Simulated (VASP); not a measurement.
Set up this calculation in VASP 6.6.1, as the native input.

| Item | Value |
| --- | --- |
| Task | single point |
| Functional | r2SCAN |
| Potentials or basis | VASP PAW PBE potentials, release 64 (F, S, Na_pv) |
| Cutoff | 520 eV |
| k mesh | 6 × 6 × 6 |
| Occupations | gaussian, width 0.01 eV |
| Spin | no spin polarisation |
| Dipole correction | no |
| Further INCAR settings | ALGO = Normal; EDIFF = 1e-07; NBANDS = 25 |

Crystal: Na3SF.

```
F S Na
1.0
     5.14807    0.00000    0.00000
     0.00000    5.14807    0.00000
     0.00000    0.00000    5.14807
F S Na
1 1 3
Direct
  0.00000 0.00000 0.00000
  0.50000 0.50000 0.50000
  0.50000 0.50000 0.00000
  0.50000 0.00000 0.50000
  0.00000 0.50000 0.50000
```

The input as run:

POSCAR

```
Na3SF
1.0
    5.1480715690      0.0000000000      0.0000000000
    0.0000000000      5.1480715690      0.0000000000
    0.0000000000      0.0000000000      5.1480715690
F S Na
1 1 3
Direct
    0.0000000000      0.0000000000      0.0000000000
    0.5000000000      0.5000000000      0.5000000000
    0.5000000000      0.5000000000      0.0000000000
    0.5000000000      0.0000000000      0.5000000000
    0.0000000000      0.5000000000      0.5000000000
```

INCAR.step1

```
SYSTEM = Na3SF
PREC     = Accurate       ! precision mode
ENCUT    = 520            ! plane-wave cutoff, eV
ISMEAR   = 0              ! smearing method
SIGMA    = 0.01           ! smearing width, eV
LREAL    = .False.        ! projectors in reciprocal space
LASPH    = .True.         ! aspherical terms in the spheres
NELM     = 80             ! most SCF steps
NBANDS   = 25             ! bands
GGA      = PE             ! functional
ALGO     = Normal         ! electronic algorithm
EDIFF    = 1E-4           ! SCF threshold, eV
LWAVE    = .True.         ! write WAVECAR
LCHARG   = .False.        ! write CHGCAR
```

INCAR.step2

```
SYSTEM = Na3SF
PREC     = Accurate       ! precision mode
ENCUT    = 520            ! plane-wave cutoff, eV
EDIFF    = 1E-7           ! SCF threshold, eV
ISMEAR   = 0              ! smearing method
SIGMA    = 0.01           ! smearing width, eV
LREAL    = .False.        ! projectors in reciprocal space
LASPH    = .True.         ! aspherical terms in the spheres
NELM     = 80             ! most SCF steps
ALGO     = Normal         ! electronic algorithm
ISIF     = 2              ! what is computed and relaxed
LWAVE    = .False.        ! write WAVECAR
LCHARG   = .True.         ! write CHGCAR
METAGGA  = R2SCAN         ! meta-GGA
LMIXTAU  = .True.       
LELF     = .True.         ! ELF
LVHAR    = .True.       
NBANDS   = 25             ! bands
ISTART   = 1
```

KPOINTS

```
regular mesh
0
Gamma
  6 6 6
  0 0 0
```

Potentials or basis: VASP PAW PBE potentials, release 64 (F, S, Na_pv).

The run is started by

```bash
$ cat potpaw_PBE.64/F/POTCAR potpaw_PBE.64/S/POTCAR potpaw_PBE.64/Na_pv/POTCAR > POTCAR
$ cp INCAR.step1 INCAR
$ mpirun -np 1 vasp_std > vasp.out
$ cp INCAR.step2 INCAR
$ mpirun -np 1 vasp_std > vasp.out
```

Results of the run:

```yaml
Pressure: -0.1 GPa
Band_gap_on_the_k_mesh: 3.18 eV, direct
```

Caveat: the PAW data sets were made with another functional, which shifts forces and pressure a little.

Wall time 2.2 min on 1 thread of Intel(R) Xeon(R) 6975P-C (Granite Rapids), on a shared host, peak memory 0.28 GiB.
